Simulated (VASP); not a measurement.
# TiB2 (P6/mmm) in VASP: further runs

TiB2 is run at these levels: r2SCAN; tasks: single point, relaxation of shape and atoms at fixed volume.

All numbers are computed with VASP 6.6.1; they aren't measurements. Logs are shortened: lines on timing, memory, paths and dates and some standing lists are left out, and cuts for length are marked.

**1. The cell of the first run**

The structure is hexagonal, space group P6/mmm (No. 191). The conventional cell has a = 3.029 Å, b = 3.029 Å, c = 3.228 Å, α = 90.00°, β = 90.00°, γ = 120.00°. Within 3.1 Å of Ti (site symmetry 6/mmm) lie 12 B at 2.38 Å and 6 Ti at 3.03 Å. B (site symmetry -6m2) has 3 B at 1.75 Å and 6 Ti at 2.38 Å within 2.4 Å.

**2. Single point, r2SCAN**

File POSCAR:

```
TiB2
1.0
    3.0292000000      0.0000000000      0.0000000000
   -1.5146000000      2.6233641531      0.0000000000
    0.0000000000      0.0000000000      3.2284000000
Ti B
1 2
Direct
    0.0000000000      0.0000000000      0.0000000000
    0.3333333333      0.6666666667      0.5000000000
    0.6666666667      0.3333333333      0.5000000000
```

File INCAR.step1:

```
  PREC = Accurate
  ENCUT = 520
  ISMEAR = 0
  SIGMA = 0.1
  LREAL = F
  LASPH = T
  NELM = 100
  NBANDS = 16
  GGA = PE
  ALGO = Normal
  EDIFF = 1E-4
  LWAVE = T
  LCHARG = F
```

File INCAR.step2:

```
  PREC = Accurate
  ENCUT = 520
  EDIFF = 1E-7
  ISMEAR = 0
  SIGMA = 0.1
  LREAL = F
  LASPH = T
  NELM = 100
  ALGO = Normal
  ISIF = 2
  LWAVE = F
  LCHARG = F
  METAGGA = R2SCAN
  LMIXTAU = T
  NBANDS = 16
  ISTART = 1
```

File KPOINTS:

```
Automatic mesh
0
Gamma
  6 6 6
```

Potentials or basis: VASP PAW PBE potentials, release 64 (Ti_sv, B).

On the command line:

```sh
> cat potpaw_PBE.64/Ti_sv/POTCAR potpaw_PBE.64/B/POTCAR > POTCAR
> cp INCAR.step1 INCAR
> mpirun -np 1 vasp_std > vasp.out
> cp INCAR.step2 INCAR
> mpirun -np 1 vasp_std > vasp.out
```

OUTCAR:

```text
PREC = Accurate
   ENCUT = 520
   EDIFF = 1E-7
   ISMEAR = 0
   LREAL = F
   LASPH = T
   NELM = 100
   ISIF = 2
   METAGGA = R2SCAN
   ISTART = 1

 ion  position               nearest neighbor table
   1  0.000  0.000  0.000-   2 2.38   3 2.38   2 2.38   3 2.38   2 2.38   2 2.38   3 2.38   3 2.38
                             3 2.38   3 2.38   2 2.38   2 2.38
   2  0.333  0.667  0.500-   3 1.75   3 1.75   3 1.75   1 2.38   1 2.38   1 2.38   1 2.38   1 2.38
                             1 2.38
   3  0.667  0.333  0.500-   2 1.75   2 1.75   2 1.75   1 2.38   1 2.38   1 2.38   1 2.38   1 2.38
                             1 2.38

  LATTYP: Found a hexagonal cell.
 ALAT       =     3.0292000000
 C/A-ratio  =     1.0657599366

  Lattice vectors:

 A1 = (   3.0292000000,   0.0000000000,   0.0000000000)
 A2 = (  -1.5146000000,   2.6233641531,   0.0000000000)
 A3 = (   0.0000000000,   0.0000000000,   3.2284000000)

Analysis of symmetry for initial positions (statically):
=====================================================================
 Subroutine PRICEL returns:
 Original cell was already a primitive cell.

 Routine SETGRP: Setting up the symmetry group for a
 hexagonal supercell.

 Subroutine GETGRP returns: Found 24 space group operations
 (whereof 24 operations were pure point group operations)
 out of a pool of 24 trial point group operations.

The static configuration has the point symmetry D_6h.

Analysis of symmetry for dynamics (positions and initial velocities):
=====================================================================
 Subroutine PRICEL returns:
 Original cell was already a primitive cell.

 Routine SETGRP: Setting up the symmetry group for a
 hexagonal supercell.

 Subroutine GETGRP returns: Found 24 space group operations
 (whereof 24 operations were pure point group operations)
 out of a pool of 24 trial point group operations.

The dynamic configuration has the point symmetry D_6h.

 Subroutine INISYM returns: Found 24 space group operations
 (whereof 24 operations are pure point group operations),
 and found     1 'primitive' translations

----------------------------------------------------------------------------------------

                                     Primitive cell

  volume of cell :      25.6551

  direct lattice vectors                    reciprocal lattice vectors
     3.029200000  0.000000000  0.000000000     0.330120164  0.190594965  0.000000000
[... 84 lines left out ...]
   LSORBIT =      F    spin-orbit coupling
   LASPH  =      T    aspherical Exc in radial PAW
   ENCUT  =  520.0 eV  38.22 Ry    6.18 a.u.   5.63  5.63  6.00*2*pi/ulx,y,z
   NELM   =    100;   NELMIN=  2; NELMDL=  0     # of ELM steps
   EDIFF  = 0.1E-06   stopping-criterion for ELM
   LREAL  =      F    real-space projection
   EDIFFG = 0.1E-05   stopping-criterion for IOM
   NSW    =      0    number of steps for IOM
   IBRION =     -1    ionic relax: 0-MD 1-quasi-New 2-CG
   NFREE  =      0    steps in history (QN), initial steepest desc. (CG)
   ISIF   =      2    stress and relaxation
   ISYM   =      2    0-nonsym 1-usesym 2-fastsym
   POTIM  = 0.5000    time-step for ionic-motion
   TEBEG  =    0.0;   TEEND  =   0.0 temperature during run
   PSTRESS=    0.0 pullay stress
   NELECT =      18.0000    total number of electrons
   NUPDOWN=      -1.0000    fix difference up-down
   EMIN   =  10.00;   EMAX   =-10.00  energy-range for DOS
   EFERMI =   0.00;   METHOD = LEGACY
   ISMEAR =     0;   SIGMA  =   0.10  broadening in eV -4-tet -1-fermi 0-gaus
   EFERMI_NEDOS =   21; number of points for ismear=-14 and -15
   IALGO  =     38    algorithm
   IMIX   =      4    mixing-type and parameters
     AMIX     =   0.40;   BMIX     =  1.00
     AMIX_MAG =   1.60;   BMIX_MAG =  1.00
  volume/ion in A,a.u.               =       8.55        57.71
  Fermi-wavevector in a.u.,A,eV,Ry     =   1.454703  2.748990 28.792122  2.116161
  Thomas-Fermi vector in A             =   2.571823
   LORBIT       =      0    0 simple, 1 ext, 2 COOP (PROOUT), +10 PAW based schemes
   METAGGA = R2SCAN    functional components
   LHFCALC =     F    Hartree Fock is set to
   AEXX    =    0.0000 exact exchange contribution
   IVDW    =     0    specifies the selected vdW correction
   LEPSILON=     F    determine dielectric tensor
   LRPA    =     F    only Hartree local field effects (RPA)
 non-spin polarized calculation
 Gauss-broadening in eV      SIGMA  =   0.10
  energy-cutoff  :      520.00
  volume of cell :       25.66
 maximum number of plane-waves:       721
 NGX is ok and might be reduce to    24
   NGX = 11   NGY = 11   NGZ = 13

 number of electron      18.0000002 magnetization

 Free energy of the ion-electron system (eV)
  ---------------------------------------------------
  ext. energy  EPLUGINS =         0.00000000
  ---------------------------------------------------
  free energy    TOTEN  =       -30.92679934 eV

  energy without entropy =      -30.92244944  energy(sigma->0) =      -30.92462439

 E-fermi :   9.8940     XC(G=0): -13.7447

 val. band max:        9.7906545135   @ k =   0.1667   0.1667   0.1667
 cond. band min:       9.9311483028   @ k =   0.0000   0.0000   0.5000
 fundamental gap:      0.1404937893
 Fermi energy:         9.8939648055

 k-point     1 :       0.0000    0.0000    0.0000
  band No.  band energies     occupation
      1     -49.2549      2.00000
      2     -24.5872      2.00000
      3     -24.2316      2.00000
      4     -24.2316      2.00000
      5      -4.3412      2.00000
      6       7.3743      2.00000
[... 433 lines left out ...]
      3     -24.5208      2.00000
      4     -24.2826      2.00000
      5      -1.2467      2.00000
      6       3.6426      2.00000
[... 8 lines left out ...]
     15      17.2734      0.00000
     16      23.4242      0.00000

 [... further k-points ...]
[... 5 lines left out ...]
  --------------------------------------------------------------------------------------
  -------------------------------------------------------------------------------------
  Total        0.0674138      0.0674138     -0.1733467      0.0000000     -0.0000000      0.0000000
  in kB        4.2100337      4.2100337    -10.8256099      0.0000000     -0.0000000      0.0000000
  external PRESSURE =      -0.8018475 kB  Pullay stress =       0.0000000 kB

 VOLUME and BASIS-vectors are now :
 -----------------------------------------------------------------------------
  energy-cutoff  :      520.00
  volume of cell :       25.66
      direct lattice vectors                 reciprocal lattice vectors
     3.029200000  0.000000000  0.000000000     0.330120164  0.190594965  0.000000000
    -1.514600000  2.623364153  0.000000000     0.000000000  0.381189931  0.000000000
     0.000000000  0.000000000  3.228400000     0.000000000  0.000000000  0.309750960

 POSITION                                       TOTAL-FORCE (eV/Angst)
 -----------------------------------------------------------------------------------
      0.00000      0.00000      0.00000        -0.000000      0.000000     -0.000000
     -0.00000      1.74891      1.61420         0.000000     -0.000000      0.000000
      1.51460      0.87445      1.61420        -0.000000      0.000000     -0.000000
 -----------------------------------------------------------------------------------
    total drift:                               -0.000000      0.000000      0.000000

  FREE ENERGIE OF THE ION-ELECTRON SYSTEM (eV)
  ---------------------------------------------------
  free  energy   TOTEN  =       -30.9267993401 eV

  energy  without entropy=      -30.9224494369  energy(sigma->0) =      -30.92462439
```

OSZICAR.step1:

```text
N       E                     dE             d eps       ncg     rms          rms(c)
DAV:   1     0.121203435828E+03    0.12120E+03   -0.90631E+03   896   0.128E+03
DAV:   2    -0.226257847832E+02   -0.14383E+03   -0.13870E+03   992   0.340E+02
DAV:   3    -0.293939751286E+02   -0.67682E+01   -0.66527E+01  1256   0.720E+01
DAV:   4    -0.295586244186E+02   -0.16465E+00   -0.16458E+00  1128   0.992E+00
DAV:   5    -0.295623784637E+02   -0.37540E-02   -0.37539E-02  1248   0.133E+00    0.166E+01
DAV:   6    -0.244066708356E+02    0.51557E+01   -0.21140E+01  1240   0.485E+01    0.387E+00
DAV:   7    -0.243878810277E+02    0.18790E-01   -0.10942E+00   944   0.120E+01    0.337E+00
DAV:   8    -0.243900935299E+02   -0.22125E-02   -0.93103E-02  1400   0.262E+00    0.773E-01
DAV:   9    -0.243873248043E+02    0.27687E-02   -0.40051E-02  1088   0.253E+00    0.271E-01
DAV:  10    -0.243868773474E+02    0.44746E-03   -0.27193E-03  1104   0.634E-01    0.594E-02
DAV:  11    -0.243869061413E+02   -0.28794E-04   -0.44310E-04  1088   0.231E-01
   1 F= -.24386906E+02 E0= -.24384271E+02  d E =-.527121E-02
```

Run time: 34 s. Hardware: 1 thread of Intel Xeon Platinum 8488C (Sapphire Rapids), shared host; peak memory 0.14 GiB.

Results:

- Free energy: -30.9268 eV
- Pressure: -0.1 GPa
- Band gap on the k mesh: zero (bands 9 and 10 overlap by 0.38 eV)

Caveat: the k points lie up to 0.40 Å⁻¹ apart; the PAW data sets were made with another functional, which shifts forces and pressure a little.

**3. Single point, r2SCAN (8.26 Å³/atom)**

This run uses another cell than the first one, of 8.26 Å³/atom.

File POSCAR:

```
TiB2
1.0
    2.9986270782      0.0000000000      0.0000000000
   -1.4993135391      2.5968872262      0.0000000000
    0.0000000000      0.0000000000      3.1803502914
Ti B
1 2
Direct
    0.0000000000      0.0000000000      0.0000000000
    0.3333333333      0.6666666667      0.5000000000
    0.6666666667      0.3333333333      0.5000000000
```

File INCAR.step1:

```
PREC = Accurate ; ENCUT = 520
ISMEAR = 0 ; SIGMA = 0.1
LREAL = F ; LASPH = T
NELM = 60 ; NBANDS = 16
GGA = PE ; ALGO = Normal
EDIFF = 1E-4 ; LWAVE = T
LCHARG = F
```

File INCAR.step2:

```
PREC = Accurate ; ENCUT = 520
EDIFF = 1E-6 ; ISMEAR = 0
SIGMA = 0.1 ; LREAL = F
LASPH = T ; NELM = 60
ALGO = Normal ; ISIF = 2
LWAVE = F ; LCHARG = F
METAGGA = R2SCAN ; LMIXTAU = T
NBANDS = 16 ; ISTART = 1
```

File KPOINTS:

```
Automatic mesh
0
Gamma
  15 15 14
```

Potentials or basis: VASP PAW PBE potentials, release 64 (Ti_sv, B).

On the command line:

```sh
> cat potpaw_PBE.64/Ti_sv/POTCAR potpaw_PBE.64/B/POTCAR > POTCAR
> cp INCAR.step1 INCAR
> mpirun -np 1 vasp_std > vasp.out
> cp INCAR.step2 INCAR
> mpirun -np 1 vasp_std > vasp.out
```

It took 2 min on 1 thread of Intel Xeon Platinum 8488C (Sapphire Rapids), shared host; peak memory 0.21 GiB.

The run converged. Its results:

```
Free energy            : -30.9481 eV
Pressure               : 9.2 GPa
Band gap on the k mesh : zero (bands 9 and 10 overlap by 0.66 eV)
```

Stress tensor (GPa, compression positive):
```
9.13 0.00 0.00
0.00 9.13 0.00
0.00 0.00 9.44
```

Levels at points of the mesh, in eV from the Fermi level:
```tsv
k point	band 6	band 7	band 8	band 9	band 10	band 11	band 12	band 13
(0.00, 0.00, 0.00)	-2.91	-2.91	-2.58	-2.29	2.07	2.07	4.04	4.04
(0.00, 0.00, 0.50)	-8.31	-0.68	-0.68	-0.28	-0.28	0.47	0.47	1.90
```

Caveat: the cell stands under pressure; the PAW data sets were made with another functional, which shifts forces and pressure a little.

(Part 1 of 3 ends here.)

The gap in the log of VASP goes by the Fermi energy; the results here count the filled bands.